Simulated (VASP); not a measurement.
Li:

```
Li
1.0
    -1.75465    1.75465    1.75465
     1.75465   -1.75465    1.75465
     1.75465    1.75465   -1.75465
Li
1
Direct
  0.00000 0.00000 0.00000
```

* Program: VASP 6.6.1
* Task: relaxation of cell and atoms
* Functional: PBEsol
* Dispersion: D3(BJ)
* Potentials or basis: VASP PAW PBE potentials, release 64 (Li_sv)
* Cutoff: 600 eV
* k mesh: 11 × 11 × 11
* Occupations: fermi-dirac, width 0.05 eV
* Spin: no spin polarisation

At the start: pressure -2.0 GPa; volume 21.61 Å³/atom.

Q: Where does the relaxation end?

A: Over 6 steps the energy falls by 24.7 meV/atom and the volume is 18.16 Å³/atom (-15.9 %); space group Im-3m (No. 229, to 0.05 Å).

The path:
| step | energy change (eV) | largest force (eV/Å) | pressure (GPa) | volume (Å³) |
| --- | --- | --- | --- | --- |
| 1 | 0.0000 | 0.0000 | -2.01 | 21.61 |
| 2 | -0.0097 | 0.0000 | -1.67 | 20.77 |
| 3 | -0.0229 | 0.0000 | -0.66 | 19.02 |
| 4 | -0.0061 | 0.0000 | 2.86 | 15.83 |
| 5 | -0.0247 | 0.0000 | -0.11 | 18.29 |
| 6 | -0.0247 | 0.0000 | 0.01 | 18.16 |

Final structure:
```
Li
1.0
    -1.65597    1.65597    1.65597
     1.65597   -1.65597    1.65597
     1.65597    1.65597   -1.65597
Li
1
Direct
  0.00000 0.00000 0.00000
```

The cell as given is a measured one (21.61 Å³/atom); PBEsol+D3(BJ) puts the equilibrium volume -15.9 % from it, thermal expansion not counted.

Caveat: the cutoff is under 1.25 times the usual one of these potentials, so pressure, stress and relaxed cells hold a basis-set (Pulay) error; the volume moved by over 15 % at a fixed basis, so the end points are rough; the PAW data sets were made with another functional, which shifts forces and pressure a little; the volume moved by -16 % from the deposited cell, more than functionals usually miss; pairwise dispersion overbinds metals, which lowers pressure and volume.
